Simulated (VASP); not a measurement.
# Si32PC30 (a cell with a defect) in VASP: notebook

Runs on Si32PC30 (a cell with a defect). Level: PBE. Tasks: single point.

All numbers are computed with VASP 6.6.1; they aren't measurements. Logs are shortened: lines on timing, memory, paths and dates and some standing lists are left out, and cuts for length are marked.

## (1) The cell of the first run

The cell holds a defect, 63 atoms: a = 8.708 Å, b = 8.708 Å, c = 8.708 Å, α = 90.00°, β = 90.00°, γ = 90.00°.

## (2) Single point, PBE, collinear spin, ferromagnetic start

Contents of INCAR:

```
SYSTEM = Si32PC30
ALGO = Normal
EDIFF = 1E-6
ENCUT = 520
GGA = PE
ISIF = 2
ISMEAR = 0
ISPIN = 2
LASPH = .True.
LCHARG = .False.
LORBIT = 11
LREAL = Auto
LWAVE = .False.
MAGMOM = 0 0 0 0 0 0 0 0 0 0 0 0 0 0 0 0 0 0 0 0 0 0 0 0 0 0 0 0 0 0 0 0 0 0 0 0 0 0 0 0 0 0 0 0 0 0 0 0 0 0 0 0 0 0 0 0 0 0 0 0 0 0 1
NBANDS = 168
NELM = 150
PREC = Accurate
SIGMA = 0.05
```

Contents of KPOINTS:

```
k-points
0
Gamma
  1 1 1
  0 0 0
```

Contents of POSCAR:

```
Si32PC30
1.0
    8.7079860000      0.0000000000      0.0000000000
    0.0000000000      8.7079860000      0.0000000000
    0.0000000000      0.0000000000      8.7079860000
Si C P
32 30 1
Direct
    0.6392730677      0.1094009989      0.1071764086
    0.8734416314      0.3745536366      0.1228257444
    0.8736534865      0.1209289272      0.3774490239
    0.1249897647      0.1212978461      0.1226678935
    0.3389930310      0.4097580968      0.1003217939
    0.6274406170      0.6237367449      0.1226805718
    0.8787896699      0.8699205305      0.1212991967
    0.3583618299      0.1071925888      0.3908449461
    0.6415661116      0.3904243197      0.3908816557
    0.8782127017      0.6245976138      0.3745376086
    0.6253307509      0.1233989295      0.6251783027
    0.8750731650      0.3723677628      0.6268106344
    0.8756016829      0.1219134561      0.8738476274
    0.1308352146      0.6178678047      0.1121619201
    0.3741794363      0.8752511208      0.1228053895
    0.1104882170      0.3589986629      0.3898373625
    0.3897430899      0.6382841058      0.3898831982
    0.6278285865      0.8750470396      0.3774402759
    0.1212292732      0.1209643382      0.6267235997
    0.3743969458      0.3743558851      0.6284220551
    0.6277951701      0.6275152306      0.6267344116
    0.8749077302      0.8738388820      0.6235544405
    0.3754020441      0.1235777512      0.8756658839
    0.6251268978      0.3733241374      0.8756506094
    0.8734435381      0.6247427909      0.8746678867
    0.1241138744      0.8705048113      0.3745389013
    0.1258582635      0.6228746954      0.6271690103
    0.3763599144      0.8736494108      0.6268202978
    0.1215913120      0.3731240353      0.8714650821
    0.3756080420      0.6270993713      0.8714713845
    0.6268542151      0.8730656367      0.8738206436
    0.1239851861      0.8752666373      0.8746748669
    0.4997016653     -0.0045252907     -0.0036405041
    0.7531658433      0.2490349838     -0.0035803314
    0.7533717947     -0.0046508391      0.2489808037
   -0.0000945789     -0.0018329174     -0.0006194332
    0.2436086697      0.2477207332     -0.0037588074
    0.5010380691      0.5051015620     -0.0037489041
    0.7505676167      0.7487992930     -0.0006032919
    0.2464675281     -0.0053995201      0.2495317400
    0.7541077794      0.5022648422      0.2495400476
    0.5007873513     -0.0036038891      0.5025301130
    0.7523152289      0.2479606813      0.5025611592
    0.7503862374     -0.0016447362      0.7484510247
   -0.0027081901      0.4963341155     -0.0026930591
    0.2523962685      0.7514059948     -0.0026890582
   -0.0004486338      0.2481202258      0.2474847077
    0.5006202176      0.7491562951      0.2474924247
    0.0004294559     -0.0031682047      0.4987158468
    0.2477327712      0.2493404228      0.5063839592
    0.4994095540      0.5010388353      0.5064122527
    0.7519310635      0.7482965079      0.4987242096
    0.2500591764     -0.0011289892      0.7482599121
    0.5001440754      0.2485765534      0.7507375596
    0.7498604108      0.4986591048      0.7482579307
    0.0075721167      0.7411332919      0.2472521122
    0.0014456151      0.4998286336      0.5020046373
    0.2488964787      0.7473036972      0.5020380405
   -0.0017289040      0.2469395602      0.7487183341
    0.2498480970      0.4988806515      0.7508141963
    0.5017889404      0.7504345095      0.7487236803
   -0.0001184380      0.7488479015      0.7497379748
    0.4878424583      0.2609593911      0.2446157952
```

Potentials or basis: VASP PAW PBE potentials, release 64 (Si, C, P).

On the command line:

```console
$ cat potpaw_PBE.64/Si/POTCAR potpaw_PBE.64/C/POTCAR potpaw_PBE.64/P/POTCAR > POTCAR
$ mpirun -np 1 vasp_gam > vasp.out
```

OUTCAR:

```text
SYSTEM = Si32PC30
   EDIFF = 1E-6
   ENCUT = 520
   GGA = PE
   ISIF = 2
   ISMEAR = 0
   ISPIN = 2
   LASPH = .True.
   LORBIT = 11
   LREAL = Auto
   NELM = 150
   PREC = Accurate

 ion  position               nearest neighbor table
   1  0.639  0.109  0.107-  34 1.84  33 1.84  35 1.87  63 2.22  13 2.89  31 2.89   7 2.95  23 3.06
                            24 3.06  15 3.08   2 3.08  18 3.12   3 3.12
   2  0.873  0.375  0.123-  45 1.87  34 1.87  41 1.88  47 1.90   6 3.05  24 3.05  25 3.07  29 3.08
                             1 3.08  14 3.09  13 3.09   9 3.09  10 3.09   4 3.11  16 3.11   3 3.13
   3  0.874  0.121  0.377-  49 1.87  43 1.88  35 1.88  47 1.93  16 2.93  18 3.03  22 3.04  11 3.05
                            19 3.06  12 3.08  26 3.08   9 3.10   4 3.12   1 3.12   7 3.12   2 3.13
   4  0.125  0.121  0.123-  36 1.87  37 1.87  40 1.89  47 1.90  32 3.04  15 3.05  23 3.06   7 3.06
                            13 3.07  26 3.10  29 3.10   8 3.10   2 3.11   3 3.12  16 3.12   5 3.13
   5  0.339  0.410  0.100-  38 1.87  37 1.87  63 2.22  14 2.57  30 2.77  29 2.77   6 3.13   4 3.13
[... 7 lines left out ...]
   9  0.642  0.390  0.391-  43 1.85  41 1.85  51 1.86  63 2.16  12 2.89  10 2.90  21 2.91  17 3.08
                             2 3.09  11 3.10   6 3.10   3 3.10  20 3.12
  10  0.878  0.625  0.375-  41 1.87  56 1.88  52 1.88  57 1.89   9 2.90  26 3.03  22 3.07   7 3.07
                            16 3.08  27 3.08  18 3.08   2 3.09   6 3.09  21 3.09  12 3.11
  11  0.625  0.123  0.625-  44 1.88  43 1.88  42 1.88  54 1.89   3 3.05  18 3.05  12 3.07  28 3.07
                            13 3.07  31 3.07  22 3.07  24 3.08  23 3.08  20 3.09   8 3.10   9 3.10
  12  0.875  0.372  0.627-  59 1.86  43 1.87  55 1.88  57 1.90   9 2.89  16 2.91  29 3.02  13 3.06
                            19 3.06  11 3.07  24 3.07  25 3.08   3 3.08  27 3.09  21 3.09  10 3.11
  13  0.876  0.122  0.874-  34 1.87  59 1.87  36 1.88  44 1.88   1 2.89  19 3.03  32 3.05  29 3.06
                            12 3.06  31 3.06   4 3.07  22 3.07  11 3.07   7 3.08   2 3.09  24 3.09
  14  0.131  0.618  0.112-  45 1.86  46 1.86  56 1.92   5 2.57  29 2.99  30 2.99  25 3.05  32 3.05
                             2 3.09  15 3.09   7 3.10
  15  0.374  0.875  0.123-  46 1.87  33 1.87  40 1.88  48 1.90   4 3.05  23 3.05  32 3.07  30 3.08
                             1 3.08  14 3.09  31 3.09   8 3.09  26 3.09   6 3.11  17 3.11  18 3.13
  16  0.110  0.359  0.390-  57 1.83  50 1.84  47 1.84  12 2.91  19 2.93   3 2.93  10 3.08   8 3.08
                            27 3.09  20 3.10   2 3.11   4 3.12
  17  0.390  0.638  0.390-  58 1.83  51 1.84  48 1.84  28 2.91  21 2.93  18 2.93  26 3.08   9 3.08
                            27 3.09  20 3.10  15 3.11   6 3.12
  18  0.628  0.875  0.377-  52 1.87  42 1.88  35 1.88  48 1.93  17 2.93   3 3.03  22 3.04  11 3.05
                            21 3.06  10 3.08  28 3.08   8 3.10   6 3.12   1 3.12   7 3.12  15 3.13
  19  0.121  0.121  0.627-  59 1.87  53 1.87  49 1.88  50 1.89   8 2.92  16 2.93  13 3.03  22 3.04
                            32 3.04   3 3.06  29 3.06  12 3.06  28 3.09  26 3.10  23 3.10  20 3.12
  20  0.374  0.374  0.628-  60 1.87  51 1.88  50 1.88  54 1.88  30 3.05  29 3.05  27 3.06  24 3.07
                            23 3.07  11 3.09  17 3.10  16 3.10   9 3.12   8 3.12  21 3.12  19 3.12
  21  0.628  0.628  0.627-  61 1.86  55 1.87  52 1.88  51 1.89   9 2.91  17 2.93  31 3.03  22 3.04
                            25 3.04  18 3.06  30 3.06  28 3.06  12 3.09  10 3.09  24 3.10  20 3.12
  22  0.875  0.874  0.624-  52 1.88  49 1.88  44 1.88  62 1.89  18 3.04   3 3.04  21 3.04  19 3.04
                            26 3.07  10 3.07  31 3.07  13 3.07  11 3.07  32 3.08  25 3.08  27 3.09
  23  0.375  0.124  0.876-  33 1.88  54 1.88  37 1.89  53 1.90  15 3.05   1 3.06   4 3.06  20 3.07
                            28 3.07  24 3.08  32 3.08  11 3.08  31 3.09  19 3.10  29 3.10
  24  0.625  0.373  0.876-  34 1.88  54 1.88  38 1.89  55 1.90   2 3.05   1 3.06   6 3.06  20 3.07
[... 43 lines left out ...]
  ---------------------------------------------------
  free energy    TOTEN  =      -460.27599182 eV

  energy without entropy =     -460.27563857  energy(sigma->0) =     -460.27581520

 E-fermi :   9.5126     XC(G=0): -11.3575

 val. band max:        9.4079902145   @ k =   0.0000   0.0000   0.0000
 cond. band min:       9.6172826204   @ k =   0.0000   0.0000   0.0000
 fundamental gap:      0.2092924059
 Fermi energy:         9.5126357124

 spin component 1

 k-point     1 :       0.0000    0.0000    0.0000
  band No.  band energies     occupation
      1      -7.2708      1.00000
      2      -5.8141      1.00000
      3      -5.7926      1.00000
      4      -5.7542      1.00000
      5      -5.6829      1.00000
      6      -5.5679      1.00000
[... 130 lines left out ...]
    137      12.3384      0.00000
    138      12.3396      0.00000
 Fermi energy:         9.5126357124

 spin component 2

 k-point     1 :       0.0000    0.0000    0.0000
  band No.  band energies     occupation
      1      -7.2484      1.00000
      2      -5.7852      1.00000
      3      -5.7643      1.00000
      4      -5.7393      1.00000
      5      -5.6704      1.00000
      6      -5.5460      1.00000
[... 130 lines left out ...]
    137      12.3592      0.00000
    138      12.3926      0.00000
 [bands above 138 left out]

------------------------ aborting loop because EDIFF is reached ----------------------------------------

  FORCE on cell =-STRESS in cart. coord.  units (eV):
  Direction    XX          YY          ZZ          XY          YZ          ZX
  --------------------------------------------------------------------------------------
  -------------------------------------------------------------------------------------
  Total       28.1068077     28.0706740     29.2035440      6.7291355     -1.3172076      1.3051650
  in kB       68.1975759     68.1099022     70.8586663     16.3273871     -3.1960358      3.1668161
  external PRESSURE =      69.0553814 kB  Pullay stress =       0.0000000 kB

 VOLUME and BASIS-vectors are now :
 -----------------------------------------------------------------------------
  energy-cutoff  :      520.00
  volume of cell :      660.32
      direct lattice vectors                 reciprocal lattice vectors
     8.707986000  0.000000000  0.000000000     0.114837116  0.000000000  0.000000000
     0.000000000  8.707986000  0.000000000     0.000000000  0.114837116  0.000000000
     0.000000000  0.000000000  8.707986000     0.000000000  0.000000000  0.114837116

 POSITION                                       TOTAL-FORCE (eV/Angst)
 -----------------------------------------------------------------------------------
      5.56678      0.95266      0.93329        -0.019002      0.020342      0.003667
      7.60592      3.26161      1.06956        -0.001223      0.004705      0.002159
      7.60776      1.05305      3.28682        -0.000231      0.003866      0.006911
      1.08841      1.05626      1.06819        -0.001516     -0.003256      0.000831
      2.95195      3.56817      0.87360        -0.002848     -0.000029      0.000244
      5.46374      5.43149      1.06830         0.000556     -0.000687      0.001244
[... 55 lines left out ...]
      8.70695      6.52096      6.52871        -0.008713      0.003857     -0.000604
      4.24813      2.27243      2.13011         0.009985     -0.020988      0.004142
 -----------------------------------------------------------------------------------
    total drift:                                0.007865      0.017555     -0.009856

  FREE ENERGIE OF THE ION-ELECTRON SYSTEM (eV)
  ---------------------------------------------------
  free  energy   TOTEN  =      -460.2759918240 eV

  energy  without entropy=     -460.2756385695  energy(sigma->0) =     -460.27581520

 total charge

# of ion       s       p       d       tot
------------------------------------------
    1        0.709   0.996   0.000   1.705
    2        0.695   0.975   0.000   1.671
    3        0.697   0.966   0.000   1.662
    4        0.695   0.975   0.000   1.670
    5        0.730   0.922   0.000   1.652
    6        0.695   0.975   0.000   1.671
[... 55 lines left out ...]
   62        0.840   1.717   0.000   2.556
   63        1.031   1.703   0.000   2.734
--------------------------------------------------
tot         48.699  84.574   0.000 133.273

 magnetization (x)

# of ion       s       p       d       tot
------------------------------------------
    1        0.000   0.005   0.000   0.006
    2       -0.000   0.003   0.000   0.003
    3        0.000   0.003   0.000   0.003
    4        0.000   0.003   0.000   0.003
    5        0.008   0.015   0.000   0.023
    6        0.000   0.003   0.000   0.003
[... 55 lines left out ...]
   62        0.002  -0.002   0.000  -0.000
   63        0.003  -0.001   0.000   0.002
--------------------------------------------------
tot          0.081   0.138   0.000   0.219
```

Wall time 7 min (1 thread of Oxide Virtual Turin-like, shared host); peak memory 0.94 GiB.

What came out:

- Free energy: -460.2760 eV
- Pressure: 6.9 GPa
- Largest force: 0.029 eV/Å
- Band gap on the k mesh: 0.21 eV
- Net moment: 1.00 μB per cell
- Site moments: Si +0.01, +0.00, +0.02; C -0.00, +0.01, +0.00; P +0.00 μB
- Valence electrons inside the program's atomic spheres: Si 1.71, 1.67, 1.66, 1.65, 1.72, 1.68, 1.63; C 2.58, 2.54, 2.57, 2.56, 2.55, 2.53, 2.59; P 2.73

Forces in eV/Å, atoms in the order of the input:
```
Si  -0.019  0.020  0.004
Si  -0.001  0.005  0.002
Si   0.000  0.004  0.007
Si  -0.002 -0.003  0.001
Si  -0.003  0.000  0.000
Si   0.001 -0.001  0.001
Si   0.003  0.001 -0.014
Si   0.002  0.011 -0.014
Si  -0.015 -0.007 -0.012
Si  -0.006 -0.011  0.005
Si   0.003 -0.005 -0.005
Si   0.003  0.000 -0.008
Si  -0.005 -0.008  0.005
Si  -0.004  0.004 -0.028
Si  -0.006  0.001  0.005
Si  -0.005 -0.012  0.003
Si   0.012  0.003  0.005
Si  -0.006  0.002  0.010
Si   0.004 -0.003 -0.006
Si  -0.005  0.000  0.007
Si   0.003 -0.003 -0.002
Si   0.000  0.000  0.002
Si  -0.003  0.008  0.002
Si  -0.004  0.001  0.002
Si   0.009  0.002  0.003
Si   0.016  0.009  0.006
Si   0.003 -0.005  0.008
Si  -0.001  0.000 -0.009
Si   0.010  0.006  0.000
Si  -0.007 -0.006  0.000
Si   0.005  0.008  0.003
Si  -0.002 -0.007  0.002
C    0.005  0.003  0.009
C    0.016 -0.011  0.012
C    0.014  0.003 -0.005
C   -0.003  0.007  0.007
C   -0.014 -0.007 -0.009
C    0.000  0.014 -0.011
C   -0.003 -0.001  0.001
C   -0.010  0.008  0.004
C    0.003 -0.006  0.005
C   -0.004 -0.007  0.017
C    0.013 -0.001  0.003
C   -0.001  0.007 -0.004
C   -0.006 -0.005 -0.006
C    0.013  0.012  0.004
C   -0.004 -0.003 -0.008
C    0.004  0.005 -0.011
C    0.004 -0.004  0.003
C    0.010 -0.011 -0.003
C    0.003 -0.012 -0.005
C    0.003 -0.007  0.005
C   -0.004  0.008 -0.005
C    0.002 -0.008  0.002
C   -0.006  0.009 -0.003
C    0.004  0.007  0.009
C   -0.008  0.011  0.012
C   -0.016  0.000 -0.004
C    0.010 -0.003 -0.002
C   -0.002  0.002  0.001
C   -0.005 -0.005 -0.006
C   -0.009  0.004 -0.001
P    0.010 -0.021  0.004
```

Caveat: the k points lie up to 0.72 Å⁻¹ apart.

(Part 1 of 2 ends here.)
